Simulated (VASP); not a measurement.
**PPt: single point with PBEsol**

PPt:

```
Pt P
1.0
     0.00000    2.46470    2.46470
     2.46470    0.00000    2.46470
     2.46470    2.46470    0.00000
Pt P
1 1
Direct
  0.50000 0.50000 0.50000
  0.00000 0.00000 0.00000
```

This cell differs from its parent crystal: volume scaled by 0.980.

| Property | Result |
| --- | --- |
| Program | VASP 6.6.1 |
| Task | single point |
| Functional | PBEsol |
| Potentials or basis | VASP PAW PBE potentials, release 64 (Pt, P) |
| Cutoff | 520 eV |
| k mesh | 12 × 12 × 12 |
| Occupations | gaussian, width 0.05 eV |
| Spin | no spin polarisation |

* Pressure: 4.1 GPa

Levels at points of the mesh, in eV from the Fermi level:
| k point | band 5 | band 6 | band 7 | band 8 | band 9 | band 10 |
| --- | --- | --- | --- | --- | --- | --- |
| (0.00, 0.00, 0.00) | -4.27 | -4.27 | 0.01 | 0.01 | 0.01 | 5.49 |
| (0.50, 0.00, 0.00) | -2.76 | -2.76 | -1.88 | 3.72 | 5.01 | 5.01 |
| (0.50, 0.50, 0.00) | -2.40 | -2.40 | -2.31 | -2.31 | -1.37 | 1.89 |

Wall time 13 s on 1 thread of Intel(R) Xeon(R) 6975P-C (Granite Rapids), on a shared host, peak memory 0.17 GiB.

Caveat: the PAW data sets were made with another functional, which shifts forces and pressure a little; spin-orbit coupling is left out, which moves the levels of the heavy elements.
